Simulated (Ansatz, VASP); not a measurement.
Y: VASP beside Ansatz

```
CELL_PARAMETERS angstrom
-2.04266 2.04266 2.04266
2.04266 -2.04266 2.04266
2.04266 2.04266 -2.04266
ATOMIC_POSITIONS crystal
Y 0.00000 0.00000 0.00000
```

Alike in both runs: task single point; functional revPBE; k mesh 18 × 18 × 18; occupations fermi-dirac, width 0.1 eV; no spin polarisation.

```csv
,VASP,Ansatz
version,VASP 6.6.1,Ansatz 0.2.0
potentials or method,"VASP PAW PBE potentials, release 64 (Y_sv), cutoff 520 eV","plane waves (420 eV) with PAW, scalar-relativistic"
valence electrons in the cell,11,11
```

Ansatz gave:

```
pressure (GPa) : 0.0
```

Question: Which values does VASP return?

Answer: Pressure (GPa): -0.1.

VASP's potentials were made for PBE, not for revPBE.
